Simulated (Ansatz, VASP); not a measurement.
**ZrS in VASP and in Ansatz**

```
Zr S
1.0
     0.00000    2.56823    2.56823
     2.56823    0.00000    2.56823
     2.56823    2.56823    0.00000
Zr S
1 1
Direct
  0.00000 0.00000 0.00000
  0.50000 0.50000 0.50000
```

Alike in both runs: functional LDA; k mesh 14 × 14 × 14; occupations fermi-dirac, width 0.15 eV; no spin polarisation.

Ansatz relaxed the structure, and its values are those at the end. VASP's run is a single point on that final structure, the one shown.

|  | VASP | Ansatz |
| --- | --- | --- |
| version | VASP 6.6.1 | Ansatz 0.2.0 |
| potentials or method | VASP PAW LDA potentials, release 64 (Zr_sv, S), cutoff 520 eV | scalar-relativistic, plane waves, PAW |
| valence electrons in the cell | 18 | 18 |

|  | VASP | Ansatz | Ansatz less VASP |
| --- | --- | --- | --- |
| gap on the k mesh at the Fermi level (eV) | none | none | - |
| pressure (GPa) | 0.3 | 0.0 | -0.28 |

LDA's correlation is that of Perdew and Zunger in VASP and of Perdew and Wang (1992) in Ansatz. A gap of «none» marks a metal or a gap that the smearing closes.
